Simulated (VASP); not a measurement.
## WC: single point with PBEsol

WC:

```
W C
1.0
     2.94024    0.00000    0.00000
    -1.47012    2.54632    0.00000
     0.00000    0.00000    2.75305
W C
1 1
Cartesian
  0.0000 0.0000 0.0000
  1.4701 0.8488 1.3765
```

This cell differs from its parent crystal: ratio of the length along z to the lengths across it x 0.96, volume and fractional coordinates fixed.

| Quantity | Value |
| --- | --- |
| Program | VASP 6.6.1 |
| Task | single point |
| Functional | PBEsol |
| Potentials or basis | VASP PAW PBE potentials, release 64 (W_sv, C) |
| Cutoff | 520 eV |
| k mesh | 21 × 21 × 18 |
| Occupations | gaussian, width 0.15 eV |
| Spin | no spin polarisation |

```
Pressure               : 2.8 GPa
Band gap on the k mesh : zero (band 9 reaches 11.93 eV, above the bottom of band 10 at 10.47 eV)
```

Stress tensor (GPa, compression positive):
```
-7.38  0.00  0.00
 0.00 -7.38  0.00
 0.00  0.00 23.29
```

Levels at points of the mesh, in eV from the Fermi level:
| k point | band 5 | band 6 | band 7 | band 8 | band 9 | band 10 | band 11 | band 12 | band 13 | band 14 |
| --- | --- | --- | --- | --- | --- | --- | --- | --- | --- | --- |
| (0.00, 0.00, 0.00) | -14.54 | -4.38 | -3.69 | -3.69 | 0.51 | 3.34 | 3.34 | 5.83 | 5.83 | 6.04 |
| (0.00, 0.00, 0.50) | -10.19 | -8.68 | -2.46 | -2.46 | -0.60 | -0.60 | 4.29 | 4.29 | 4.42 | 10.16 |

Run time: 66 s on 1 thread of Intel(R) Xeon(R) Platinum 8259CL CPU @ 2.50GHz (Skylake/Cascade Lake), with other jobs on the host, peak memory 0.26 GiB.

Caveat: the PAW data sets were made with another functional, which shifts forces and pressure a little; spin-orbit coupling is left out, which moves the levels of the heavy elements.
